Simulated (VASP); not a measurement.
# Al2GaN3 (Cm) in VASP: further runs, part 3 of 3

VASP 6.6.1.

## Step 6: Single point, PBEsol

This run uses another cell than the first one, of 10.28 Å³/atom.

File INCAR:

```
SYSTEM = Al2GaN3
  ALGO = Normal
  EDIFF = 1E-6
  ENCUT = 600
  GGA = PS
  GGA_COMPAT = .FALSE.
  ISIF = 2
  ISMEAR = 0
  LASPH = .TRUE.
  LCHARG = .FALSE.
  LREAL = .FALSE.
  LWAVE = .FALSE.
  NBANDS = 46
  NELM = 120
  PREC = Accurate
  SIGMA = 0.02
```

File KPOINTS:

```
k-points
0
G
  8 8 4
  0 0 0
```

File POSCAR:

```
Al2GaN3
1.0
    5.6513989989     -1.5448937766      0.0043263684
    5.6513989989      1.5448937766      0.0043263684
   -1.8616166670      0.0000000000      7.0654121352
Al Ga N
4 2 6
Direct
    0.9443293393      0.9443293393      0.3891241938
    0.8890507217      0.8890507217      0.7764720600
    0.2233818872      0.2233818872      0.4444369221
    0.5540322795      0.5540322795      0.1130458979
    0.2770374068      0.2770374068      0.0576584271
    0.6096002743      0.6096002743      0.7217556741
    0.1474079950      0.1474079950      0.1851207589
    0.4815395354      0.4815395354      0.8526552048
    0.8183494948      0.8183494948      0.5150217735
    0.7643908608      0.7643908608      0.9016983380
    0.0953698575      0.0953698575      0.5646920000
    0.4308753478      0.4308753478      0.2431197393
```

Potentials or basis: VASP PAW PBE potentials, release 64 (Al, Ga_d, N).

Started as:

```sh
$ cat potpaw_PBE.64/Al/POTCAR potpaw_PBE.64/Ga_d/POTCAR potpaw_PBE.64/N/POTCAR > POTCAR
$ mpirun -np 1 vasp_std > vasp.out
```

OUTCAR:

```text
SYSTEM = Al2GaN3
   EDIFF = 1E-6
   ENCUT = 600
   GGA = PS
   ISIF = 2
   ISMEAR = 0
   LASPH = .TRUE.
   LREAL = .FALSE.
   NELM = 120
   PREC = Accurate

 ion  position               nearest neighbor table
   1  0.944  0.944  0.389-  11 1.86  12 1.86  12 1.86   9 1.88   4 3.04   4 3.04   2 3.05   3 3.05
                             3 3.05   3 3.08   6 3.08   6 3.08   5 3.08   5 3.08
   2  0.889  0.889  0.776-  10 1.86   8 1.87   8 1.87   9 1.87   6 3.04   6 3.04   1 3.05   3 3.08
                             3 3.08   6 3.08   5 3.09   5 3.09   4 3.10   4 3.10
   3  0.223  0.223  0.444-   7 1.87  11 1.87   9 1.88   9 1.88   5 3.04   1 3.05   1 3.05   1 3.08
                             6 3.08   6 3.08   2 3.08   2 3.08   4 3.09   4 3.09
   4  0.554  0.554  0.113-   7 1.87   7 1.87   8 1.87  12 1.87   1 3.04   1 3.04   5 3.05   5 3.07
                             5 3.07   6 3.08   3 3.09   3 3.09   2 3.10   2 3.10
   5  0.277  0.277  0.058-  10 1.90  10 1.90  12 1.91   7 1.93   3 3.04   4 3.05   4 3.07   4 3.07
                             1 3.08   1 3.08   2 3.09   2 3.09
   6  0.610  0.610  0.722-  10 1.90  11 1.91  11 1.91   8 1.93   2 3.04   2 3.04   3 3.08   3 3.08
                             1 3.08   1 3.08   4 3.08   2 3.08
   7  0.147  0.147  0.185-   4 1.87   4 1.87   3 1.87   5 1.93
   8  0.482  0.482  0.853-   2 1.87   2 1.87   4 1.87   6 1.93
   9  0.818  0.818  0.515-   2 1.87   3 1.88   3 1.88   1 1.88
  10  0.764  0.764  0.902-   2 1.86   6 1.90   5 1.90   5 1.90
  11  0.095  0.095  0.565-   1 1.86   3 1.87   6 1.91   6 1.91
  12  0.431  0.431  0.243-   1 1.86   1 1.86   4 1.87   5 1.91

  LATTYP: Found a base centered monoclinic cell.
 ALAT       =    11.3028013098
 B/A-ratio  =     0.2733647587
 C/A-ratio  =     0.6464370448
 COS(beta)  =    -0.2540470407

  Lattice vectors:

 A1 = (   5.6513989989,  -1.5448937766,   0.0043263684)
 A2 = (   5.6513989989,   1.5448937766,   0.0043263684)
 A3 = (  -1.8616166670,   0.0000000000,   7.0654121352)

Analysis of symmetry for initial positions (statically):
=====================================================================
 Subroutine PRICEL returns:
 Original cell was already a primitive cell.

 Routine SETGRP: Setting up the symmetry group for a
[... 176 lines left out ...]
   NGX = 23   NGY = 23   NGZ = 29

 number of electron      68.0000005 magnetization

 Free energy of the ion-electron system (eV)
  ---------------------------------------------------
  ext. energy  EPLUGINS =         0.00000000
  ---------------------------------------------------
  free energy    TOTEN  =       -88.65671400 eV

  energy without entropy =      -88.65671400  energy(sigma->0) =      -88.65671400

 E-fermi :   6.3132     XC(G=0): -11.6112

 val. band max:        6.2182960530   @ k =   0.0000   0.0000   0.0000
 cond. band min:       9.8521593913   @ k =   0.0000   0.0000   0.0000
 fundamental gap:      3.6338633383
 Fermi energy:         6.3132454415

 k-point     1 :       0.0000    0.0000    0.0000
  band No.  band energies     occupation
      1      -9.5670      2.00000
      2      -8.4808      2.00000
      3      -8.1548      2.00000
      4      -7.9389      2.00000
      5      -7.7362      2.00000
      6      -7.3373      2.00000
[... 1165 lines left out ...]
     45      15.7869      0.00000
     46      16.1495      0.00000

 [... further k-points ...]

------------------------ aborting loop because EDIFF is reached ----------------------------------------

  FORCE on cell =-STRESS in cart. coord.  units (eV):
  Direction    XX          YY          ZZ          XY          YZ          ZX
  --------------------------------------------------------------------------------------
  -------------------------------------------------------------------------------------
  Total        7.5824394      7.5481174      7.5556431      0.0000000      0.0000000     -0.0162618
  in kB       98.4486689     98.0030395     98.1007524      0.0000000      0.0000000     -0.2111393
  external PRESSURE =      98.1841536 kB  Pullay stress =       0.0000000 kB

 VOLUME and BASIS-vectors are now :
 -----------------------------------------------------------------------------
  energy-cutoff  :      600.00
  volume of cell :      123.40
      direct lattice vectors                 reciprocal lattice vectors
     5.651398999 -1.544893777  0.004326368     0.088455826 -0.323646847  0.023306615
     5.651398999  1.544893777  0.004326368     0.088455826  0.323646847  0.023306615
    -1.861616667  0.000000000  7.065412135    -0.000108328  0.000000000  0.141506018

 POSITION                                       TOTAL-FORCE (eV/Angst)
 -----------------------------------------------------------------------------------
      9.94916      0.00000      2.75749         0.002041      0.000000     -0.002871
      8.60327      0.00000      5.49379         0.001340      0.000000     -0.003361
      1.69747      0.00000      3.14206         0.003857      0.000000      0.001620
      6.05167      0.00000      0.80351         0.001864      0.000000     -0.001822
      3.02396      0.00000      0.40978         0.003948      0.000000     -0.006822
      5.54656      0.00000      5.10478         0.006313      0.000000     -0.002451
      1.32150      0.00000      1.30923         0.010298      0.000000     -0.007682
      3.85543      0.00000      6.02853         0.013867      0.000000     -0.006096
      8.29087      0.00000      3.64592        -0.000641      0.000000      0.000857
      6.96114      0.00000      6.37748        -0.021876      0.000000      0.012315
      0.02671      0.00000      3.99061        -0.005036      0.000000      0.023873
      4.41750      0.00000      1.72147        -0.015976      0.000000     -0.007560
 -----------------------------------------------------------------------------------
    total drift:                                0.000725      0.000000     -0.000307

  FREE ENERGIE OF THE ION-ELECTRON SYSTEM (eV)
  ---------------------------------------------------
  free  energy   TOTEN  =       -88.6567139973 eV

  energy  without entropy=      -88.6567139973  energy(sigma->0) =      -88.65671400
```

stdout:

```text
POSCAR found type information on POSCAR AlGaN
 POSCAR found :  3 types and      12 ions
 scaLAPACK will be used
 -----------------------------------------------------------------------------
|                                                                             |
|                                                                             |
|     You enforced a specific xc type in the INCAR file but a different       |
|     I HOPE YOU KNOW WHAT YOU ARE DOING!                                     |
|                                                                             |
 -----------------------------------------------------------------------------

 LDA part: xc-table for (Slater+PW92), standard interpolation
 POSCAR, INCAR and KPOINTS ok, starting setup
 FFT: planning ... GRIDC
 FFT: planning ... GRID_SOFT
 FFT: planning ... GRID
 WAVECAR not read
 entering main loop
```

Wall time 23 min (1 thread of Intel Xeon 8259CL, shared host); peak memory 0.66 GiB.

What came out:

```yaml
Free_energy: -88.6567 eV
Pressure: 9.8 GPa
Largest_force: 0.025 eV/Å
Band_gap_on_the_k_mesh: 3.63 eV
```

Forces in eV/Å, atoms in the order of the input:
```
Al   0.002  0.000 -0.003
Al   0.001  0.000 -0.003
Al   0.004  0.000  0.002
Al   0.002  0.000 -0.002
Ga   0.004  0.000 -0.007
Ga   0.006  0.000 -0.002
N    0.010  0.000 -0.008
N    0.014  0.000 -0.006
N   -0.001  0.000  0.001
N   -0.022  0.000  0.012
N   -0.005  0.000  0.024
N   -0.016  0.000 -0.008
```

Levels at points of the mesh, in eV from the valence-band top:
| k point | band 32 | band 33 | band 34 | band 35 | band 36 | band 37 |
| --- | --- | --- | --- | --- | --- | --- |
| (0.00, 0.00, 0.00) | -0.07 | -0.01 | 0.00 | 3.63 | 5.25 | 5.54 |
| (0.50, 0.00, 0.00) | -1.49 | -1.37 | -1.31 | 4.86 | 5.22 | 5.58 |
| (0.50, 0.50, 0.00) | -0.68 | -0.57 | -0.38 | 5.39 | 5.65 | 5.79 |
| (0.00, 0.00, 0.50) | -0.46 | -0.32 | -0.11 | 4.80 | 5.03 | 5.29 |
| (0.50, 0.00, 0.50) | -1.09 | -0.95 | -0.79 | 5.39 | 5.54 | 5.69 |
| (0.50, 0.50, 0.50) | -0.67 | -0.28 | -0.20 | 5.34 | 5.37 | 5.84 |

Caveat: the cell stands under pressure; the PAW data sets were made with another functional, which shifts forces and pressure a little. A k mesh can miss the band edges.

## Step 7: Summary

| cell | cutoff (eV) | gap on the mesh (eV) | pressure (GPa) | largest force (eV/Å) |
| --- | --- | --- | --- | --- |
| a = 6.192, b = 6.192, c = 7.275 Å, angles 105.1, 105.1, 30.5°, 12 atoms, atomic positions A | 520 | 2.61 | -9.6 | 0.32 |
| a = 6.072, b = 6.072, c = 7.570 Å, angles 104.3, 104.3, 30.5°, 12 atoms, atomic positions B | 520 | 2.82 | -10.5 | - |
| a = 5.834, b = 5.834, c = 7.515 Å, angles 103.9, 103.9, 30.5°, 12 atoms, atomic positions C | 520 | 3.37 | 5.3 | 0.02 |
| a = 5.953, b = 5.953, c = 7.422 Å, angles 104.3, 104.3, 30.5°, 12 atoms, atomic positions B | 520 | 3.27 | -0.1 | 0.02 |
| a = 5.859, b = 5.859, c = 7.307 Å, angles 104.2, 104.2, 30.6°, 12 atoms, atomic positions B | 600 | 3.63 | 9.8 | 0.03 |

Alike in all rows: task single point; level PBEsol; potentials or basis VASP PAW PBE potentials, release 64 (Al, Ga_d, N); no spin polarisation; k mesh 8 × 8 × 4; smearing gaussian 0.02 eV.

Caveats: the PAW data sets were made with another functional, which shifts forces and pressure a little; the cell stands under tension (at least some runs); the cell stands under pressure (at least some runs).

Absolute energies hang on the potentials; compare differences alone.
